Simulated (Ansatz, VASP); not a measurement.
TaTl in VASP and in Ansatz

```
Ta Tl
1.0
     3.62212    0.00000    0.00000
     0.00000    3.62212    0.00000
     0.00000    0.00000    3.62212
Ta Tl
1 1
Direct
  0.00000 0.00000 0.00000
  0.50000 0.50000 0.50000
```

Alike in both runs: task relaxation of cell and atoms; functional PBE; k mesh 7 × 7 × 7; occupations fermi-dirac, width 0.05 eV; no spin polarisation.

|  | VASP | Ansatz |
| --- | --- | --- |
| version | VASP 6.6.1 | Ansatz 0.2.0 |
| potentials or method | VASP PAW PBE potentials, release 64 (Ta_pv, Tl_d) | Ansatz PAW |
| plane-wave cutoff (eV) | 600 | 420 |
| valence electrons in the cell | 24 | 26 |

VASP gave:

```
gap on the k mesh at the Fermi level, each at its own relaxed structure (eV) : none
relaxed volume (Å³/atom)                                                     : 20.29
relaxed length of the cell vector where the two differ most in proportion (Å)              : 3.437
```

**Question.** Estimate Ansatz's values.

**Answer.** gap on the k mesh at the Fermi level, each at its own relaxed structure (eV): none; relaxed volume (Å³/atom): 20.29; relaxed length of the cell vector where the two differ most in proportion (Å): 3.436.

A gap of «none» marks a metal or a gap that the smearing closes. VASP's potentials hold 24 valence electrons a cell and Ansatz's 26, so a difference there can come from the potentials and not from the codes.

Neither program's run includes spin-orbit coupling. Noted on Ansatz's run: the plane-wave basis is chosen anew once the cell has moved, so the energies of steps on either side of that aren't comparable.
